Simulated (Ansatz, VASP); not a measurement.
# Two plane-wave programs on MoS2

Contents of INCAR:

```
SYSTEM = MoS2
  PREC = Accurate
  ENCUT = 520
  EDIFF = 1E-7
  ISMEAR = 0
  SIGMA = 0.1
  LREAL = .False.
  LASPH = .True.
  NELM = 150
  ALGO = Normal
  ISIF = 2
  LWAVE = .False.
  LCHARG = .False.
  ISPIN = 2
  MAGMOM = 1 1 0 0 0 0
  LORBIT = 11
  LMAXMIX = 4
  GGA = PS
  NBANDS = 39
```

Contents of KPOINTS:

```
Automatic mesh
0
Gamma
  6 6 2
  0 0 0
```

The input POSCAR:

```
MoS2
1.0
    3.1690000000      0.0000000000      0.0000000000
   -1.5845000000      2.7444345046      0.0000000000
    0.0000000000      0.0000000000     12.3240000000
Mo S
2 4
Direct
    0.3333333333      0.6666666667      0.2500000000
    0.6666666667      0.3333333333      0.7500000000
    0.3333333333      0.6666666667      0.6230000000
    0.6666666667      0.3333333333      0.1230000000
    0.3333333333      0.6666666667      0.8770000000
    0.6666666667      0.3333333333      0.3770000000
```

Input for Ansatz:

```yaml
crystal:
  lattice:
    - [3.169, 0.0, 0.0]
    - [-1.5845, 2.7444345046, 0.0]
    - [0.0, 0.0, 12.324]
  atoms:
    - { symbol: Mo, position: [0.3333333333, 0.6666666667, 0.25], spin: 1.0 }
    - { symbol: Mo, position: [0.6666666667, 0.3333333333, 0.75], spin: 1.0 }
    - { symbol: S, position: [0.3333333333, 0.6666666667, 0.623] }
    - { symbol: S, position: [0.6666666667, 0.3333333333, 0.123] }
    - { symbol: S, position: [0.3333333333, 0.6666666667, 0.877] }
    - { symbol: S, position: [0.6666666667, 0.3333333333, 0.377] }
basis:
  ecutwfc: 420
kpoints:
  mp_grid: { grid: [6, 6, 2] }
hamiltonian:
  xc: pbesol
scf:
  occupations: { method: gaussian, width: 0.1 }
  lower_state_search: "off"
output:
  forces: true
  stress: true
  eigenvalues: true
  populations: true
magnetization:
  spin_polarized: true
```

Alike in both runs: task single point; functional PBEsol; k mesh 6 × 6 × 2; occupations gaussian, width 0.1 eV; collinear spin.

```csv
,VASP,Ansatz
version,VASP 6.6.1,Ansatz 0.2.0
potentials or method,"VASP PAW PBE potentials, release 64 (Mo_sv, S), cutoff 520 eV","scalar-relativistic, plane waves, PAW"
valence electrons in the cell,52,52
```

```csv
,VASP,Ansatz,Ansatz less VASP
gap on the k mesh at the Fermi level (eV),0.86,0.84,-0.015
least direct gap on the mesh (eV),1.65,1.65,-0.004
pressure (GPa),-3.0,-3.0,+0.01
"traceless stress, the component that is largest in VASP (GPa)",0.61,0.63,+0.012
rms of the force components (eV/Å),0.145,0.145,+0.0006
net moment per atom (μB),0.00,0.00,0.000
```

VASP's potentials were made for PBE, not for PBEsol. Atom by atom the forces differ by 0.001 eV/Å (rms over components). Ansatz's warnings: seeded moment not kept.
